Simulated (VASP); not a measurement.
Crystal: BaTiO3.

```
Ba Ti O
1.0
     2.83995    1.63964    2.33128
    -2.83995    1.63964    2.33128
     0.00000   -3.27929    2.33128
Ba Ti O
1 1 3
Direct
  0.00126 0.00126 0.00126
  0.51472 0.51472 0.51472
  0.48824 0.97865 0.48824
  0.48824 0.48824 0.97865
  0.97865 0.48824 0.48824
```

Program: VASP 6.6.1. Alike in all runs: task single point; potentials or basis VASP PAW PBE potentials, release 64 (Ba_sv, Ti_sv, O); cell as given; cutoff (eV) 520; smearing gaussian 0.01 eV.

Order these runs on this cell by their pressure, lowest first.
A. level PBE0; spin off; k mesh 4 × 4 × 4; grid for exact exchange (PRECFOCK) Fast
B. level r2SCAN; spin off; k mesh 6 × 6 × 6
C. level PBE; spin non-collinear, zero start, SOC; k mesh 6 × 6 × 6

A (-0.6 GPa), B (1.9 GPa), C (4.9 GPa).

Caveats: the PAW data sets were made with another functional, which shifts forces and pressure a little (some runs).
